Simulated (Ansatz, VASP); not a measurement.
# LiCl: VASP beside Ansatz

```xyz
2
Lattice="3.3035 0.0000 0.0000 0.0000 3.3035 0.0000 0.0000 0.0000 3.3035" Properties=species:S:1:pos:R:3 pbc="T T T"
Li    0.0000    0.0000    0.0000
Cl    1.6518    1.6518    1.6518
```

Alike in both runs: task single point; functional r2SCAN; k mesh 6 × 6 × 6; no spin polarisation.

```csv
,VASP,Ansatz
version,VASP 6.6.1,Ansatz 0.2.0
potentials or method,"VASP PAW PBE potentials, release 64 (Li_sv, Cl)","plane waves, PAW"
plane-wave cutoff (eV),520,500
occupations,"gaussian, width 0.01 eV",fixed
valence electrons in the cell,10,10
```

|  | VASP | Ansatz | Ansatz less VASP |
| --- | --- | --- | --- |
| gap on the k mesh at the Fermi level (eV) | 5.26 | 5.13 | -0.128 |

VASP's potentials were made for PBE, not for r2SCAN.

Noted on VASP's run: the cutoff is short for stress, so the pressure is rough.
